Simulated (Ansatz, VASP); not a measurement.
One calculation of MoS, two programs

File INCAR:

```
SYSTEM = MoS
PREC = Accurate
ENCUT = 520
EDIFF = 1E-6
ISMEAR = 0
SIGMA = 0.1
LREAL = .FALSE.
LASPH = .TRUE.
NELM = 150
ALGO = Normal
ISIF = 2
LWAVE = .FALSE.
LCHARG = .FALSE.
ISPIN = 2
MAGMOM = 2 0
LORBIT = 11
LMAXMIX = 4
LDAU = .TRUE.
LDAUTYPE = 2
LDAUL = 2 -1
LDAUU = 4.38 0
LDAUJ = 0 0
LDAUPRINT = 1
GGA = PE
NBANDS = 21
```

File KPOINTS:

```
Automatic mesh
0
G
  14 14 14
  0 0 0
```

Contents of POSCAR:

```
MoS
1.0
    3.2907575805      0.0000000000      0.0000000000
    0.0000000000      3.2907575805      0.0000000000
    0.0000000000      0.0000000000      3.2907575805
Mo S
1 1
Direct
    0.0000000000      0.0000000000      0.0000000000
    0.5000000000      0.5000000000      0.5000000000
```

Input for Ansatz:

```yaml
crystal:
  lattice:
    - [3.2907575805, 0.0, 0.0]
    - [0.0, 3.2907575805, 0.0]
    - [0.0, 0.0, 3.2907575805]
  atoms:
    - { symbol: Mo, position: [0.0, 0.0, 0.0], spin: 2.0 }
    - { symbol: S, position: [0.5, 0.5, 0.5] }
basis:
  ecutwfc: 420
kpoints:
  mp_grid: { grid: [14, 14, 14] }
hamiltonian:
  xc: pbe
  hubbard: { sites: [{ species: Mo, l: d, u_eff: 4.38 }] }
scf:
  occupations: { method: gaussian, width: 0.1 }
output:
  forces: true
  stress: true
  eigenvalues: true
  populations: true
magnetization:
  spin_polarized: true
```

Alike in both runs: task single point; functional PBE; k mesh 14 × 14 × 14; occupations gaussian, width 0.1 eV; collinear spin; Hubbard terms Mo d U = 4.38 eV.

|  | VASP | Ansatz |
| --- | --- | --- |
| version | VASP 6.6.1 | Ansatz 0.2.0 |
| potentials or method | VASP PAW PBE potentials, release 64 (Mo_sv, S), cutoff 520 eV | scalar-relativistic, plane waves, PAW |
| valence electrons in the cell | 20 | 20 |

|  | VASP | Ansatz | Ansatz less VASP |
| --- | --- | --- | --- |
| gap on the k mesh at the Fermi level (eV) | none | none | - |
| pressure (GPa) | -14.9 | 8.8 | +23.65 |
| net moment per atom (μB) | 1.11 | 2.00 | +0.888 |
| size of the moment on the site where the two differ most (μB) | 2.22 | 3.42 | +1.196 |

The net moments are unlike, so the other rows may belong to different states. Site moments also hang on the region over which each program counts them. The programs project onto different local orbitals, so the same U acts differently, and such runs can settle in different states. A gap of «none» marks a metal or a gap that the smearing closes. Ansatz's warnings: filled band counts differ across k points.
